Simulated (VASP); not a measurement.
# Ti2O (P-3m1) in VASP: a series of runs, part 2 of 2

VASP 6.6.1. Earlier steps stand in the parts before.

### 3 Single point, r2SCAN+U (strain -0.040 along x and y, -0.080 along z)

Input file POSCAR:

```
Ti2O
1.0
    2.8500620759      0.0000000000      0.0000000000
   -1.4250310380      2.4682261601      0.0000000000
    0.0000000000      0.0000000000      4.4976411981
Ti O
2 1
Direct
    0.6666666667      0.3333333333      0.2707615662
    0.3333333333      0.6666666667      0.7292384338
    0.0000000000      0.0000000000      0.0000000000
```

Input file INCAR.step1:

```
SYSTEM = Ti2O
PREC     = Accurate       ! precision mode
ENCUT    = 660            ! plane-wave cutoff, eV
ISMEAR   = 0              ! smearing method
SIGMA    = 0.15           ! smearing width, eV
LREAL    = .False.        ! projectors in reciprocal space
LASPH    = .True.         ! aspherical terms in the spheres
NELM     = 200            ! most SCF steps
LMAXMIX  = 4              ! l up to which the mixer works
LDAU     = .True.         ! DFT+U
LDAUTYPE = 2            
LDAUL    = 2 -1           ! shell
LDAUU    = 4 0            ! U, eV
LDAUJ    = 0 0          
NBANDS   = 22             ! bands
GGA      = PE             ! functional
ALGO     = Normal         ! electronic algorithm
EDIFF    = 1E-5           ! SCF threshold, eV
LWAVE    = .True.         ! write WAVECAR
LCHARG   = .False.        ! write CHGCAR
GGA_COMPAT= .False.
```

Input file INCAR.step2:

```
SYSTEM = Ti2O
PREC     = Accurate       ! precision mode
ENCUT    = 660            ! plane-wave cutoff, eV
EDIFF    = 1E-6           ! SCF threshold, eV
ISMEAR   = 0              ! smearing method
SIGMA    = 0.15           ! smearing width, eV
LREAL    = .False.        ! projectors in reciprocal space
LASPH    = .True.         ! aspherical terms in the spheres
NELM     = 200            ! most SCF steps
ALGO     = Normal         ! electronic algorithm
ISIF     = 2              ! what is computed and relaxed
LWAVE    = .False.        ! write WAVECAR
LCHARG   = .False.        ! write CHGCAR
LMAXMIX  = 4              ! l up to which the mixer works
LDAU     = .True.         ! DFT+U
LDAUTYPE = 2            
LDAUL    = 2 -1           ! shell
LDAUU    = 4 0            ! U, eV
LDAUJ    = 0 0          
LDAUPRINT= 1            
METAGGA  = R2SCAN         ! meta-GGA
LMIXTAU  = .True.       
NBANDS   = 22             ! bands
ISTART   = 1            
GGA_COMPAT= .False.
```

Input file KPOINTS:

```
Automatic mesh
0
Gamma
  18 18 10
  0 0 0
```

Potentials or basis: VASP PAW PBE potentials, release 64 (Ti_sv, O).

Command:

```bash
cat potpaw_PBE.64/Ti_sv/POTCAR potpaw_PBE.64/O/POTCAR > POTCAR
cp INCAR.step1 INCAR
mpirun -np 1 vasp_std > vasp.out
cp INCAR.step2 INCAR
mpirun -np 1 vasp_std > vasp.out
```

OUTCAR:

```text
SYSTEM = Ti2O
   PREC = Accurate
   ENCUT = 660
   EDIFF = 1E-6
   ISMEAR = 0
   LREAL = .False.
   LASPH = .True.
   NELM = 200
   ISIF = 2
   METAGGA = R2SCAN
   ISTART = 1

 ion  position               nearest neighbor table
   1  0.667  0.333  0.271-   3 2.05   3 2.05   3 2.05   2 2.64   2 2.64   2 2.64
   2  0.333  0.667  0.729-   3 2.05   3 2.05   3 2.05   1 2.64   1 2.64   1 2.64
   3  0.000  0.000  0.000-   1 2.05   2 2.05   1 2.05   2 2.05   1 2.05   2 2.05

  LATTYP: Found a hexagonal cell.
 ALAT       =     2.8500620759
 C/A-ratio  =     1.5780853463

  Lattice vectors:

 A1 = (   2.8500620759,   0.0000000000,   0.0000000000)
 A2 = (  -1.4250310380,   2.4682261601,   0.0000000000)
 A3 = (   0.0000000000,   0.0000000000,   4.4976411981)

Analysis of symmetry for initial positions (statically):
=====================================================================
 Subroutine PRICEL returns:
 Original cell was already a primitive cell.

 Routine SETGRP: Setting up the symmetry group for a
 hexagonal supercell.

 Subroutine GETGRP returns: Found 12 space group operations
 (whereof 12 operations were pure point group operations)
 out of a pool of 24 trial point group operations.

The static configuration has the point symmetry D_3d.

Analysis of symmetry for dynamics (positions and initial velocities):
=====================================================================
 Subroutine PRICEL returns:
 Original cell was already a primitive cell.

 Routine SETGRP: Setting up the symmetry group for a
 hexagonal supercell.

 Subroutine GETGRP returns: Found 12 space group operations
 (whereof 12 operations were pure point group operations)
 out of a pool of 24 trial point group operations.

The dynamic configuration has the point symmetry D_3d.

 Subroutine INISYM returns: Found 12 space group operations
 (whereof 12 operations are pure point group operations),
 and found     1 'primitive' translations

----------------------------------------------------------------------------------------

                                     Primitive cell

  volume of cell :      31.6391

  direct lattice vectors                    reciprocal lattice vectors
     2.850062076  0.000000000  0.000000000     0.350869551  0.202574630  0.000000000
    -1.425031038  2.468226160  0.000000000     0.000000000  0.405149259  0.000000000
     0.000000000  0.000000000  4.497641198     0.000000000  0.000000000  0.222338767

[... 151 lines left out ...]
  o =  0.1570  v = -0.3045 -0.6719  0.0000  0.5731  0.3570  0.0000  0.0000  0.0000  0.0000  0.0000      0.0000  0.0000  0.0000  0.0000  0.0000  0.0000  0.0000  0.0000  0.0000  0.0000
  o =  0.1570  v =  0.0000  0.0000  0.0000  0.0000  0.0000 -0.3045 -0.6719  0.0000  0.5731  0.3570      0.0000  0.0000  0.0000  0.0000  0.0000  0.0000  0.0000  0.0000  0.0000  0.0000
  o =  0.2071  v =  0.0000  0.0000  0.0000  0.0000  0.0000 -0.6719 -0.3045  0.0000 -0.3570 -0.5731      0.0000  0.0000  0.0000  0.0000  0.0000  0.0000  0.0000  0.0000  0.0000  0.0000
  o =  0.2071  v = -0.6719 -0.3045  0.0000 -0.3570 -0.5731  0.0000  0.0000  0.0000  0.0000  0.0000      0.0000  0.0000  0.0000  0.0000  0.0000  0.0000  0.0000  0.0000  0.0000  0.0000
  o =  0.2071  v =  0.0000  0.0000  0.0000  0.0000  0.0000 -0.5731  0.3570  0.0000 -0.3045  0.6719      0.0000  0.0000  0.0000  0.0000  0.0000  0.0000  0.0000  0.0000  0.0000  0.0000
  o =  0.2071  v = -0.5731  0.3570  0.0000 -0.3045  0.6719  0.0000  0.0000  0.0000  0.0000  0.0000      0.0000  0.0000  0.0000  0.0000  0.0000  0.0000  0.0000  0.0000  0.0000  0.0000
  o =  0.2326  v =  0.0000  0.0000  1.0000  0.0000  0.0000  0.0000  0.0000  0.0000  0.0000  0.0000      0.0000  0.0000  0.0000  0.0000  0.0000  0.0000  0.0000  0.0000  0.0000  0.0000
  o =  0.2326  v =  0.0000  0.0000  0.0000  0.0000  0.0000  0.0000  0.0000  1.0000  0.0000  0.0000      0.0000  0.0000  0.0000  0.0000  0.0000  0.0000  0.0000  0.0000  0.0000  0.0000

atom =   2  type =  1  l = 2

 onsite density matrix

spin component  1

  0.1960  0.0000  0.0000  0.0208  0.0000
  0.0000  0.1680  0.0000 -0.0000  0.0208
  0.0000  0.0000  0.2326  0.0000  0.0000
  0.0208 -0.0000  0.0000  0.1680 -0.0000
  0.0000  0.0208  0.0000 -0.0000  0.1960

spin component  2

  0.1960  0.0000  0.0000  0.0208  0.0000
  0.0000  0.1680  0.0000 -0.0000  0.0208
  0.0000  0.0000  0.2326  0.0000  0.0000
  0.0208 -0.0000  0.0000  0.1680 -0.0000
  0.0000  0.0208  0.0000 -0.0000  0.1960

 occupancies and eigenvectors

  o =  0.1570  v = -0.3570  0.5731  0.0000  0.6719 -0.3045  0.0000  0.0000  0.0000  0.0000  0.0000      0.0000  0.0000  0.0000  0.0000  0.0000  0.0000  0.0000  0.0000  0.0000  0.0000
  o =  0.1570  v =  0.0000  0.0000  0.0000  0.0000  0.0000 -0.3570  0.5731  0.0000  0.6719 -0.3045      0.0000  0.0000  0.0000  0.0000  0.0000  0.0000  0.0000  0.0000  0.0000  0.0000
  o =  0.1570  v = -0.3045 -0.6719  0.0000  0.5731  0.3570  0.0000  0.0000  0.0000  0.0000  0.0000      0.0000  0.0000  0.0000  0.0000  0.0000  0.0000  0.0000  0.0000  0.0000  0.0000
  o =  0.1570  v =  0.0000  0.0000  0.0000  0.0000  0.0000 -0.3045 -0.6719  0.0000  0.5731  0.3570      0.0000  0.0000  0.0000  0.0000  0.0000  0.0000  0.0000  0.0000  0.0000  0.0000
  o =  0.2071  v =  0.0000  0.0000  0.0000  0.0000  0.0000 -0.6719 -0.3045  0.0000 -0.3570 -0.5731      0.0000  0.0000  0.0000  0.0000  0.0000  0.0000  0.0000  0.0000  0.0000  0.0000
  o =  0.2071  v = -0.6719 -0.3045  0.0000 -0.3570 -0.5731  0.0000  0.0000  0.0000  0.0000  0.0000      0.0000  0.0000  0.0000  0.0000  0.0000  0.0000  0.0000  0.0000  0.0000  0.0000
  o =  0.2071  v =  0.0000  0.0000  0.0000  0.0000  0.0000 -0.5731  0.3570  0.0000 -0.3045  0.6719      0.0000  0.0000  0.0000  0.0000  0.0000  0.0000  0.0000  0.0000  0.0000  0.0000
  o =  0.2071  v = -0.5731  0.3570  0.0000 -0.3045  0.6719  0.0000  0.0000  0.0000  0.0000  0.0000      0.0000  0.0000  0.0000  0.0000  0.0000  0.0000  0.0000  0.0000  0.0000  0.0000
  o =  0.2326  v =  0.0000  0.0000  1.0000  0.0000  0.0000  0.0000  0.0000  0.0000  0.0000  0.0000      0.0000  0.0000  0.0000  0.0000  0.0000  0.0000  0.0000  0.0000  0.0000  0.0000
  o =  0.2326  v =  0.0000  0.0000  0.0000  0.0000  0.0000  0.0000  0.0000  1.0000  0.0000  0.0000      0.0000  0.0000  0.0000  0.0000  0.0000  0.0000  0.0000  0.0000  0.0000  0.0000

 number of electron      30.0000005 magnetization

 Free energy of the ion-electron system (eV)
  ---------------------------------------------------
  ext. energy  EPLUGINS =         0.00000000
  ---------------------------------------------------
  free energy    TOTEN  =       -30.99911586 eV

  energy without entropy =      -30.99062640  energy(sigma->0) =      -30.99487113

 E-fermi :  12.5583     XC(G=0): -14.0131

 val. band max:       12.5566299408   @ k =   0.3889   0.1667   0.5000
 cond. band min:      12.5596057584   @ k =  -0.0556   0.5000   0.4000
 fundamental gap:      0.0029758176
 Fermi energy:        12.5583105732

 k-point     1 :       0.0000    0.0000    0.0000
  band No.  band energies     occupation
      1     -48.0376      2.00000
      2     -47.7847      2.00000
      3     -23.9059      2.00000
      4     -22.8511      2.00000
      5     -22.8511      2.00000
      6     -22.6997      2.00000
[... 589 lines left out ...]
     21      16.5232      0.00000
     22      16.7946      0.00000

 [... further k-points ...]

------------------------ aborting loop because EDIFF is reached ----------------------------------------

  FORCE on cell =-STRESS in cart. coord.  units (eV):
  Direction    XX          YY          ZZ          XY          YZ          ZX
  --------------------------------------------------------------------------------------
  -------------------------------------------------------------------------------------
  Total        9.3535398      9.3535398     12.5952104     -0.0000000      0.0000000     -0.0000000
  in kB      473.6554123    473.6554123    637.8108944     -0.0000000      0.0000000     -0.0000000
  external PRESSURE =     528.3739063 kB  Pullay stress =       0.0000000 kB

 VOLUME and BASIS-vectors are now :
 -----------------------------------------------------------------------------
  energy-cutoff  :      660.00
  volume of cell :       31.64
      direct lattice vectors                 reciprocal lattice vectors
     2.850062076  0.000000000  0.000000000     0.350869551  0.202574630  0.000000000
    -1.425031038  2.468226160  0.000000000     0.000000000  0.405149259  0.000000000
     0.000000000  0.000000000  4.497641198     0.000000000  0.000000000  0.222338767

 POSITION                                       TOTAL-FORCE (eV/Angst)
 -----------------------------------------------------------------------------------
      1.42503      0.82274      1.21779        -0.000000     -0.000000      0.060784
     -0.00000      1.64548      3.27985         0.000000      0.000000     -0.060784
      0.00000      0.00000      0.00000         0.000000      0.000000      0.000000
 -----------------------------------------------------------------------------------
    total drift:                                0.000000      0.000000     -0.000000

  FREE ENERGIE OF THE ION-ELECTRON SYSTEM (eV)
  ---------------------------------------------------
  free  energy   TOTEN  =       -30.9991158639 eV

  energy  without entropy=      -30.9906263993  energy(sigma->0) =      -30.99487113
```

Run time: 26 min. Hardware: 1 thread of Oxide Virtual Turin-like, shared host; peak memory 0.36 GiB.

Results:

```yaml
Free_energy: -30.9991 eV
Pressure: 52.8 GPa
Largest_force: 0.061 eV/Å
Band_gap_on_the_k_mesh: zero (bands 15 and 16 overlap by 1.19 eV)
```

Forces in eV/Å, atoms in the order of the input:
```
Ti   0.000  0.000  0.061
Ti   0.000  0.000 -0.061
O    0.000  0.000  0.000
```

Levels at points of the mesh, in eV from the Fermi level:
```csv
k point,band 11,band 12,band 13,band 14,band 15,band 16,band 17,band 18,band 19,band 20
"(0.00, 0.00, 0.00)",-7.53,-7.53,-4.60,-0.58,0.32,0.63,0.63,1.41,1.41,1.63
"(0.50, 0.00, 0.00)",-8.40,-7.98,-3.36,-1.96,-0.96,1.76,2.12,3.56,3.69,3.69
"(0.00, 0.00, 0.50)",-7.62,-7.62,-2.43,-2.28,0.19,0.19,1.55,2.51,2.51,2.86
"(0.50, 0.00, 0.50)",-8.45,-7.89,-2.10,-1.84,-0.70,-0.67,1.24,3.48,3.52,3.68
```

Eigenvalues of the final occupation matrices:
```
    site  spin  trace               eigenvalues
site 1 d     1   0.96  0.16 0.16 0.21 0.21 0.23
site 1 d     2   0.96  0.16 0.16 0.21 0.21 0.23
site 2 d     1   0.96  0.16 0.16 0.21 0.21 0.23
site 2 d     2   0.96  0.16 0.16 0.21 0.21 0.23
```

Caveat: the cell differs from its parent crystal (strain -0.040 along x and y, -0.080 along z); the stress differs along the axes, from 47 to 64 GPa; the PAW data sets were made with another functional, which shifts forces and pressure a little; U without spin polarisation on a metal has little footing.
